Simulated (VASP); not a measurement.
Write the native input for VASP 6.6.1 that does the following.

| Property | Result |
| --- | --- |
| Task | single point |
| Functional | r2SCAN |
| Potentials or basis | VASP PAW PBE potentials, release 64 (Si) |
| Cutoff | 520 eV |
| k mesh | 14 × 14 × 14 |
| Occupations | gaussian, width 0.05 eV |
| Spin | no spin polarisation |
| Dipole correction | no |
| Further INCAR settings | ALGO = Normal; EDIFF = 1e-06; NBANDS = 11 |

Si:

```
Si
1.0
     0.00000    2.75794    2.75794
     2.75794    0.00000    2.75794
     2.75794    2.75794    0.00000
Si
2
Direct
  0.75000 0.75000 0.75000
  0.50000 0.50000 0.50000
```

This cell differs from its parent crystal: volume scaled by 1.040.

One way to write it, as run:

POSCAR

```
Si
1.0
    0.0000000000      2.7579435796      2.7579435796
    2.7579435796      0.0000000000      2.7579435796
    2.7579435796      2.7579435796      0.0000000000
Si
2
Direct
    0.7500000000      0.7500000000      0.7500000000
    0.5000000000      0.5000000000      0.5000000000
```

INCAR.step1

```
SYSTEM = Si
ALGO = Normal ; EDIFF = 1E-4
ENCUT = 520 ; GGA = PE
ISMEAR = 0 ; LASPH = .TRUE.
LCHARG = .FALSE. ; LREAL = .FALSE.
LWAVE = .TRUE. ; NBANDS = 11
NELM = 80 ; PREC = Accurate
SIGMA = 0.05
```

INCAR.step2

```
SYSTEM = Si
ALGO = Normal ; EDIFF = 1E-6
ENCUT = 520 ; ISIF = 2
ISMEAR = 0 ; ISTART = 1
LASPH = .TRUE. ; LCHARG = .FALSE.
LMIXTAU = .TRUE. ; LREAL = .FALSE.
LWAVE = .FALSE. ; METAGGA = R2SCAN
NBANDS = 11 ; NELM = 80
PREC = Accurate ; SIGMA = 0.05
```

KPOINTS

```
k-points
0
G
  14 14 14
  0 0 0
```

Potentials or basis: VASP PAW PBE potentials, release 64 (Si).

Command:

```bash
$ cat potpaw_PBE.64/Si/POTCAR > POTCAR
$ cp INCAR.step1 INCAR
$ mpirun -np 1 vasp_std > vasp.out
$ cp INCAR.step2 INCAR
$ mpirun -np 1 vasp_std > vasp.out
```

Results of the run:

```json
{
  "Pressure": "-3.7 GPa",
  "Band gap on the k mesh": "0.85 eV, indirect (least direct gap 2.74 eV)"
}
```

Caveat: the PAW data sets were made with another functional, which shifts forces and pressure a little.

Run time: 100 s on 1 thread of Intel(R) Xeon(R) Platinum 8488C (Sapphire Rapids), on a shared host, peak memory 0.18 GiB.
